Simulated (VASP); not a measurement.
Set up this calculation in VASP 6.6.1, as the native input.

| Item | Value |
| --- | --- |
| Task | single point |
| Functional | PBEsol |
| Potentials or basis | VASP PAW PBE potentials, release 64 (Hg, Te) |
| Cutoff | 520 eV |
| k mesh | 12 × 12 × 12 |
| Occupations | gaussian, width 0.1 eV |
| Spin | no spin polarisation |
| Dipole correction | no |
| Further INCAR settings | ALGO = Normal; EDIFF = 1e-07; NBANDS = 16 |

The structure of HgTe lies in POSCAR:

```
HgTe
1.0
    0.0000000000      3.2547728876      3.2547728876
    3.2547728876      0.0000000000      3.2547728876
    3.2547728876      3.2547728876      0.0000000000
Hg Te
1 1
Direct
    0.0000000000      0.0000000000      0.0000000000
    0.2500000000      0.2500000000      0.2500000000
```

These files were run (other wordings do the same):

INCAR

```
PREC = Accurate ; ENCUT = 520
EDIFF = 1E-7 ; ISMEAR = 0
SIGMA = 0.1 ; LREAL = F
LASPH = T ; NELM = 60
ALGO = Normal ; ISIF = 2
LWAVE = F ; LCHARG = T
GGA = PS ; LELF = T
LVHAR = T ; NBANDS = 16
```

KPOINTS

```
regular mesh
0
Gamma
  12 12 12
```

Potentials or basis: VASP PAW PBE potentials, release 64 (Hg, Te).

The run is started by

```bash
$ cat potpaw_PBE.64/Hg/POTCAR potpaw_PBE.64/Te/POTCAR > POTCAR
$ mpirun -np 1 vasp_std > vasp.out
```

Results of the run:

The pressure is 0.1 GPa. The band gap on the k mesh is zero (filled and empty bands touch).

Caveat: the PAW data sets were made with another functional, which shifts forces and pressure a little; spin-orbit coupling is left out, which moves the levels of the heavy elements.

It took 58 s on 1 thread of Intel(R) Xeon(R) Platinum 8259CL CPU @ 2.50GHz (Skylake/Cascade Lake), with other jobs on the host, peak memory 0.25 GiB.
